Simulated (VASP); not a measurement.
Wanted: the native input for a VASP 6.6.1 run.

* Task: density of states
* Functional: PBE
* Potentials or basis: VASP PAW PBE potentials, release 64 (Sn_d, Se)
* Cutoff: 520 eV
* k mesh: 18 × 18 × 6
* Occupations: gaussian, width 0.1 eV
* Spin: no spin polarisation
* Dipole correction: no
* k mesh for the DOS: 27 × 27 × 9
* Occupations for the DOS: tetrahedron
* Further INCAR settings: ALGO = Normal; EDIFF = 1e-06; NBANDS = 24

Sn2Se:

```
CELL_PARAMETERS angstrom
3.24841 0.00000 0.00000
-1.62420 2.81320 0.00000
0.00000 0.00000 8.87827
ATOMIC_POSITIONS crystal
Sn 0.00000 0.00000 0.81791
Sn 0.00000 0.00000 0.18209
Se 0.00000 0.00000 0.50000
```

One way to write it, as run:

POSCAR

```
Sn2Se
1.0
    3.2484090034      0.0000000000      0.0000000000
   -1.6242045017      2.8132047189      0.0000000000
    0.0000000000      0.0000000000      8.8782681558
Sn Se
2 1
Direct
    0.0000000000      0.0000000000      0.8179127401
    0.0000000000      0.0000000000      0.1820872599
    0.0000000000      0.0000000000      0.5000000000
```

INCAR.step1

```
SYSTEM = Sn2Se
PREC = Accurate
ENCUT = 520
EDIFF = 1E-6
ISMEAR = 0
SIGMA = 0.1
LREAL = .False.
LASPH = .True.
NELM = 80
ALGO = Normal
ISIF = 2
LWAVE = .False.
LCHARG = .True.
GGA = PE
NBANDS = 24
```

KPOINTS.step1

```
regular mesh
0
Gamma
  18 18 6
  0 0 0
```

INCAR.step2

```
SYSTEM = Sn2Se
PREC = Accurate
ENCUT = 520
EDIFF = 1E-6
ISMEAR = -5
SIGMA = 0.1
LREAL = .False.
LASPH = .True.
NELM = 80
ALGO = Normal
ISIF = 2
LWAVE = .False.
LCHARG = .False.
GGA = PE
LORBIT = 10
NBANDS = 24
NEDOS = 2001
ICHARG = 11
```

KPOINTS.step2

```
regular mesh
0
Gamma
  27 27 9
  0 0 0
```

Potentials or basis: VASP PAW PBE potentials, release 64 (Sn_d, Se).

Launch:

```console
$ cat potpaw_PBE.64/Sn_d/POTCAR potpaw_PBE.64/Se/POTCAR > POTCAR
$ cp INCAR.step1 INCAR
$ cp KPOINTS.step1 KPOINTS
$ mpirun -np 1 vasp_std > vasp.out
$ cp INCAR.step2 INCAR
$ cp KPOINTS.step2 KPOINTS
$ mpirun -np 1 vasp_std > vasp.out
```

Results of the run:

```
Valence electrons inside the program's atomic spheres : Sn 12.16; Se 3.67
```

Caveat: spin-orbit coupling is left out, which moves the levels of the heavy elements.

Wall time 11 min on 1 thread of Intel Xeon 8259CL (shared host), peak memory 0.7 GiB.
